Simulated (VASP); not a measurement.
# CuO (Tenorite) (Cc) in VASP: single point with PBEsol

Aim: the single point of CuO (Tenorite) with PBEsol.

All numbers are computed with VASP 6.6.1; they aren't measurements. Logs are shortened: lines on timing, memory, paths and dates and some standing lists are left out, and cuts for length are marked.

### Step 1. The cell of the first run

It takes space group Cc (No. 9, monoclinic). The conventional cell has a = 4.689 Å, b = 3.427 Å, c = 5.132 Å, α = 90.00°, β = 99.65°, γ = 90.00°. Within 2.5 Å of Cu (site symmetry 1) lie 4 O at 1.91 to 2.02 Å. O (site symmetry 1) has 4 Cu at 1.91 to 2.02 Å within 2.5 Å.

### Step 2. Single point, PBEsol

INCAR reads:

```
SYSTEM = CuO
PREC = Accurate ; ENCUT = 520
EDIFF = 1E-7 ; ISMEAR = -1
SIGMA = 0.1 ; LREAL = .False.
LASPH = .True. ; NELM = 100
ALGO = Normal ; ISIF = 2
LWAVE = .False. ; LCHARG = .False.
GGA = PS ; NBANDS = 25
```

KPOINTS reads:

```
Automatic mesh
0
Gamma
  11 11 6
  0 0 0
```

POSCAR reads:

```
CuO
1.0
    2.3446500000     -1.7134000000      0.0000000000
    2.3446500000      1.7134000000      0.0000000000
   -0.8605540000      0.0000000000      5.0594360000
Cu O
2 2
Direct
    0.0032000000      0.4968000000      0.0000000000
    0.4968000000      0.0032000000      0.5000000000
    0.5714000000      0.4056000000      0.2537000000
    0.4056000000      0.5714000000      0.7537000000
```

Potentials or basis: VASP PAW PBE potentials, release 64 (Cu, O).

The run is started by

```sh
cat potpaw_PBE.64/Cu/POTCAR potpaw_PBE.64/O/POTCAR > POTCAR
mpirun -np 1 vasp_std > vasp.out
```

OUTCAR:

```text
SYSTEM = CuO
   PREC = Accurate
   ENCUT = 520
   EDIFF = 1E-7
   ISMEAR = -1
   LREAL = .False.
   LASPH = .True.
   NELM = 100
   ISIF = 2
   GGA = PS

 ion  position               nearest neighbor table
   1  0.003  0.497  0.000-   4 1.91   3 1.93   4 1.98   3 2.02
   2  0.497  0.003  0.500-   3 1.91   4 1.93   3 1.98   4 2.02
   3  0.571  0.406  0.254-   2 1.91   1 1.93   2 1.98   1 2.02
   4  0.406  0.571  0.754-   1 1.91   2 1.93   1 1.98   2 2.02

  LATTYP: Found a base centered monoclinic cell.
 ALAT       =     4.6893000000
 B/A-ratio  =     0.7307700510
 C/A-ratio  =     1.0944276445
 COS(beta)  =    -0.1676806911

  Lattice vectors:

 A1 = (   2.3446500000,  -1.7134000000,   0.0000000000)
 A2 = (   2.3446500000,   1.7134000000,   0.0000000000)
 A3 = (  -0.8605540000,   0.0000000000,   5.0594360000)

Analysis of symmetry for initial positions (statically):
=====================================================================
 Subroutine PRICEL returns:
 Original cell was already a primitive cell.

 Routine SETGRP: Setting up the symmetry group for a
 base centered monoclinic supercell.

 Subroutine GETGRP returns: Found  2 space group operations
 (whereof  1 operations were pure point group operations)
 out of a pool of  4 trial point group operations.

The static configuration has the point symmetry C_1 .
 The point group associated with its full space group is C_1h.

Analysis of symmetry for dynamics (positions and initial velocities):
=====================================================================
 Subroutine PRICEL returns:
 Original cell was already a primitive cell.

 Routine SETGRP: Setting up the symmetry group for a
 base centered monoclinic supercell.

 Subroutine GETGRP returns: Found  2 space group operations
 (whereof  1 operations were pure point group operations)
 out of a pool of  4 trial point group operations.

The dynamic configuration has the point symmetry C_1 .
 The point group associated with its full space group is C_1h.

 Subroutine INISYM returns: Found  2 space group operations
 (whereof  1 operations are pure point group operations),
 and found     1 'primitive' translations

----------------------------------------------------------------------------------------

                                     Primitive cell

  volume of cell :      40.6508

  direct lattice vectors                    reciprocal lattice vectors
     2.344650000 -1.713400000  0.000000000     0.213251445 -0.291817439  0.036271708
     2.344650000  1.713400000  0.000000000     0.213251445  0.291817439  0.036271708
    -0.860554000  0.000000000  5.059436000     0.000000000  0.000000000  0.197650489

  length of vectors
     2.903984019  2.903984019  5.132099553     0.363248170  0.363248170  0.197650489

  position of ions in fractional coordinates (direct lattice)
     0.003200000  0.496800000  0.000000000
     0.496800000  0.003200000  0.500000000
     0.571400000  0.405600000  0.253700000
     0.405600000  0.571400000  0.753700000

  ion indices of the primitive-cell ions
   primitive index   ion index
                 1           1
                 2           2
                 3           3
                 4           4

----------------------------------------------------------------------------------------

 KPOINTS: Automatic mesh

Automatic generation of k-mesh.
 Grid dimensions read from file:
 generate k-points for:   11   11    6

 Generating k-lattice:

  Cartesian coordinates                     Fractional coordinates (reciprocal lattice)
     0.019386495 -0.026528858  0.003297428     0.090909091  0.000000000 -0.000000000
     0.019386495  0.026528858  0.003297428     0.000000000  0.090909091 -0.000000000
     0.000000000  0.000000000  0.032941748     0.000000000  0.000000000  0.166666667

  Length of vectors
     0.033022561  0.033022561  0.032941748

  Shift w.r.t. Gamma in fractional coordinates (k-lattice)
     0.000000000  0.000000000  0.000000000

 Subroutine IBZKPT returns following result:
 ===========================================

 Found    204 irreducible k-points:

 Following reciprocal coordinates:
            Coordinates               Weight
  0.000000  0.000000  0.000000      1.000000
  0.090909  0.000000  0.000000      4.000000
  0.181818  0.000000  0.000000      4.000000
  0.272727  0.000000  0.000000      4.000000
  0.363636 -0.000000  0.000000      4.000000
  0.454545  0.000000  0.000000      4.000000
[... 16 lines left out ...]
 -0.272727  0.181818 -0.000000      4.000000
 -0.181818  0.181818  0.000000      2.000000
 [... further k-points ...]
   k-points           NKPTS =    204   k-points in BZ     NKDIM =    204   number of bands    NBANDS=     25
   number of dos      NEDOS =    301   number of ions     NIONS =      4
   total plane-waves  NPLWV =  23040
   dimension x,y,z NGX =    24 NGY =   24 NGZ =   40
   dimension x,y,z NGXF=    48 NGYF=   48 NGZF=   80
   ions per type =               2   2
   NGX,Y,Z   is equivalent  to a cutoff of  13.74, 13.74, 12.96 a.u.
   NGXF,Y,Z  is equivalent  to a cutoff of  27.48, 27.48, 25.91 a.u.
 SYSTEM =  CuO
   PREC   = accura    normal or accurate (medium, high low for compatibility)
   ISTART =      0    job   : 0-new  1-cont  2-samecut
   ICHARG =      2    charge: 1-file 2-atom 10-const
   ISPIN  =      1    spin polarized calculation?
   LNONCOLLINEAR =      F non collinear calculations
   LSORBIT =      F    spin-orbit coupling
   LASPH  =      T    aspherical Exc in radial PAW
   ENCUT  =  520.0 eV  38.22 Ry    6.18 a.u.   5.40  5.40  9.54*2*pi/ulx,y,z
   NELM   =    100;   NELMIN=  2; NELMDL= -5     # of ELM steps
   EDIFF  = 0.1E-06   stopping-criterion for ELM
   LREAL  =      F    real-space projection
   EDIFFG = 0.1E-05   stopping-criterion for IOM
   NSW    =      0    number of steps for IOM
   IBRION =     -1    ionic relax: 0-MD 1-quasi-New 2-CG
   NFREE  =      0    steps in history (QN), initial steepest desc. (CG)
   ISIF   =      2    stress and relaxation
   ISYM   =      2    0-nonsym 1-usesym 2-fastsym
   POTIM  = 0.5000    time-step for ionic-motion
   TEBEG  =    0.0;   TEEND  =   0.0 temperature during run
   PSTRESS=    0.0 pullay stress
   NELECT =      34.0000    total number of electrons
   NUPDOWN=      -1.0000    fix difference up-down
   EMIN   =  10.00;   EMAX   =-10.00  energy-range for DOS
   EFERMI =   0.00;   METHOD = LEGACY
   ISMEAR =    -1;   SIGMA  =   0.10  broadening in eV -4-tet -1-fermi 0-gaus
   EFERMI_NEDOS =   21; number of points for ismear=-14 and -15
   IALGO  =     38    algorithm
   IMIX   =      4    mixing-type and parameters
     AMIX     =   0.40;   BMIX     =  1.00
     AMIX_MAG =   1.60;   BMIX_MAG =  1.00
  volume/ion in A,a.u.               =      10.16        68.58
  Fermi-wavevector in a.u.,A,eV,Ry     =   1.542451  2.914811 32.370390  2.379157
  Thomas-Fermi vector in A             =   2.648254
   LORBIT       =      0    0 simple, 1 ext, 2 COOP (PROOUT), +10 PAW based schemes
   GGA     = PS    functional components
   LHFCALC =     F    Hartree Fock is set to
   AEXX    =    0.0000 exact exchange contribution
   IVDW    =     0    specifies the selected vdW correction
   LEPSILON=     F    determine dielectric tensor
   LRPA    =     F    only Hartree local field effects (RPA)
 non-spin polarized calculation
  energy-cutoff  :      520.00
  volume of cell :       40.65
 maximum number of plane-waves:      1129
 NGX is ok and might be reduce to    24
   NGX = 11   NGY = 11   NGZ = 19

 number of electron      33.9999999 magnetization

 Free energy of the ion-electron system (eV)
  ---------------------------------------------------
  ext. energy  EPLUGINS =         0.00000000
  ---------------------------------------------------
  free energy    TOTEN  =       -21.33226050 eV

  energy without entropy =      -21.25982177  energy(sigma->0) =      -21.29604114

 E-fermi :   5.5132     XC(G=0): -12.1683

 val. band max:        5.5108248603   @ k =   0.4545   0.1818   0.3333
 cond. band min:       5.5171034641   @ k =   0.4545   0.2727   0.5000
 fundamental gap:      0.0062786037
 Fermi energy:         5.5131788290

 k-point     1 :       0.0000    0.0000    0.0000
  band No.  band energies     occupation
      1     -14.3266      2.00000
      2     -12.9801      2.00000
      3      -2.6734      2.00000
      4      -0.0456      2.00000
      5       0.3196      2.00000
      6       2.1222      2.00000
[... 17 lines left out ...]
     24      21.7230      0.00000
     25      22.1111      0.00000

 k-point     2 :       0.0909    0.0000    0.0000
  band No.  band energies     occupation
      1     -14.2698      2.00000
      2     -12.9617      2.00000
      3      -2.5815      2.00000
      4      -0.0606      2.00000
      5       0.2965      2.00000
      6       1.4805      2.00000
[... 17 lines left out ...]
     24      21.3278      0.00000
     25      22.3306      0.00000

 k-point     3 :       0.1818    0.0000    0.0000
  band No.  band energies     occupation
      1     -14.1122      2.00000
      2     -12.9121      2.00000
      3      -2.3301      2.00000
      4      -0.1167      2.00000
      5       0.2241      2.00000
      6       0.5312      2.00000
[... 17 lines left out ...]
     24      20.5953      0.00000
     25      21.9132      0.00000

 k-point     4 :       0.2727    0.0000    0.0000
  band No.  band energies     occupation
      1     -13.8941      2.00000
      2     -12.8462      2.00000
      3      -1.9929      2.00000
      4      -0.5223      2.00000
      5      -0.1883      2.00000
      6       0.2935      2.00000
[... 17 lines left out ...]
     24      19.5990      0.00000
     25      21.5447      0.00000
[... 477 lines left out ...]
 k-point    22 :      -0.3636    0.1818   -0.0000
  band No.  band energies     occupation
      1     -13.4650      2.00000
      2     -12.7247      2.00000
      3      -1.3712      2.00000
      4      -1.2526      2.00000
      5      -0.2480      2.00000
      6       0.1355      2.00000
[... 17 lines left out ...]
     24      18.3042      0.00000
     25      19.3412      0.00000

 k-point    23 :      -0.2727    0.1818   -0.0000
  band No.  band energies     occupation
      1     -13.6426      2.00000
      2     -12.7658      2.00000
      3      -1.6005      2.00000
      4      -0.7093      2.00000
      5      -0.2736      2.00000
      6       0.0969      2.00000
[... 17 lines left out ...]
     24      18.7796      0.00000
     25      19.2918      0.00000

 k-point    24 :      -0.1818    0.1818    0.0000
  band No.  band energies     occupation
      1     -13.8498      2.00000
      2     -12.8231      2.00000
      3      -1.9185      2.00000
      4      -0.2375      2.00000
      5      -0.1170      2.00000
      6       0.1067      2.00000
[... 17 lines left out ...]
     24      19.3286      0.00000
     25      19.7825      0.00000

 [... further k-points ...]
[... 5 lines left out ...]
  --------------------------------------------------------------------------------------
  -------------------------------------------------------------------------------------
  Total       -0.6076931     -0.0292789     -0.8593635      0.0000000      0.0000000     -0.2558158
  in kB      -23.9511286     -1.1539749    -33.8702669      0.0000000      0.0000000    -10.0825208
  external PRESSURE =     -19.6584568 kB  Pullay stress =       0.0000000 kB

 VOLUME and BASIS-vectors are now :
 -----------------------------------------------------------------------------
  energy-cutoff  :      520.00
  volume of cell :       40.65
      direct lattice vectors                 reciprocal lattice vectors
     2.344650000 -1.713400000  0.000000000     0.213251445 -0.291817439  0.036271708
     2.344650000  1.713400000  0.000000000     0.213251445  0.291817439  0.036271708
    -0.860554000  0.000000000  5.059436000     0.000000000  0.000000000  0.197650489

 POSITION                                       TOTAL-FORCE (eV/Angst)
 -----------------------------------------------------------------------------------
      1.17233      0.84573      0.00000        -0.619730      0.331268      0.238649
      0.74205     -0.84573      2.52972        -0.619730     -0.331268      0.238649
      2.07240     -0.28408      1.28358         0.619730      0.366097     -0.238649
      1.64212      0.28408      3.81330         0.619730     -0.366097     -0.238649
 -----------------------------------------------------------------------------------
    total drift:                               -0.000132      0.000000     -0.000536

  FREE ENERGIE OF THE ION-ELECTRON SYSTEM (eV)
  ---------------------------------------------------
  free  energy   TOTEN  =       -21.3322605005 eV

  energy  without entropy=      -21.2598217737  energy(sigma->0) =      -21.29604114
```

Wall time 3.6 min (1 thread of AMD EPYC 7R13 (Zen 3), shared host); peak memory 0.26 GiB.

Results:

```yaml
Free_energy: -21.3323 eV
Pressure: -2.0 GPa
Largest_force: 0.758 eV/Å
Band_gap_on_the_k_mesh: zero (band 17 reaches 5.80 eV, above the bottom of band 18 at 5.08 eV)
```

Forces on the atoms (eV/Å):
```
Cu  -0.620  0.331  0.239
Cu  -0.620 -0.331  0.239
O    0.620  0.366 -0.239
O    0.620 -0.366 -0.239
```

Levels at points of the mesh, in eV from the Fermi level:
```csv
k point,band 13,band 14,band 15,band 16,band 17,band 18,band 19,band 20,band 21,band 22
"(0.00, 0.00, 0.00)",-2.31,-2.21,-2.13,-1.63,0.22,0.92,1.65,5.92,8.10,13.23
"(0.00, 0.00, 0.50)",-2.22,-2.22,-1.45,-1.45,0.24,0.24,3.87,3.87,11.57,11.57
```

Caveat: the PAW data sets were made with another functional, which shifts forces and pressure a little; semilocal functionals often make such compounds metallic where correlation or magnetic order opens a gap, which also shifts bond lengths.
